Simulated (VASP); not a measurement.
Crystal: Si2Mo.

```xyz
9
Lattice="4.5855 0.0000 0.0000 -2.2927 3.9711 0.0000 0.0000 0.0000 6.5798" Properties=species:S:1:pos:R:3 pbc="T T T"
Mo    1.1464    1.9856    5.4831
Mo   -1.1464    1.9856    1.0966
Mo    2.2927    0.0000    3.2899
Si    0.0000    1.3015    3.2899
Si    1.1656    3.3204    1.0966
Si    3.4583    0.6508    5.4831
Si    2.2927    2.6696    3.2899
Si    1.1272    0.6508    1.0966
Si   -1.1656    3.3204    5.4831
```

- Program: VASP 6.6.1
- Task: relaxation of cell and atoms
- Functional: revPBE
- Dispersion: D4
- Potentials or basis: VASP PAW PBE potentials, release 64 (Mo_sv, Si)
- Cutoff: 600 eV
- k mesh: 7 × 7 × 4
- Occupations: fermi-dirac, width 0.05 eV
- Spin: no spin polarisation

At the start: pressure -5.8 GPa; volume 13.31 Å³/atom.

How do energy, volume and symmetry change on relaxing?

Over 5 steps the energy falls by 6.6 meV/atom and the volume is 12.95 Å³/atom (-2.7 %); space group P6_222 (No. 180, to 0.1 Å) before and after.

The path:
```
step  energy change (eV)  largest force (eV/Å)  pressure (GPa)  volume (Å³)
   1              0.0000                0.0104           -5.84       119.81
   2              0.1102                0.0228           11.24       111.59
   3             -0.0596                0.0016           -0.06       116.67
   4             -0.0596                0.0018            0.06       116.61
   5             -0.0598                0.0023            0.06       116.59
```

Final structure:
```
Mo Si
1.0
     4.54143    0.00000    0.00000
    -2.27071    3.93299    0.00000
     0.00000    0.00000    6.52753
Mo Si
3 6
Direct
  0.50000 0.50000 0.83333
  0.00000 0.50000 0.16667
  0.50000 0.00000 0.50000
  0.16389 0.32777 0.50000
  0.67223 0.83611 0.16667
  0.83611 0.16389 0.83333
  0.83611 0.67223 0.50000
  0.32777 0.16389 0.16667
  0.16389 0.83611 0.83333
```

Caveat: the PAW data sets were made with another functional, which shifts forces and pressure a little.
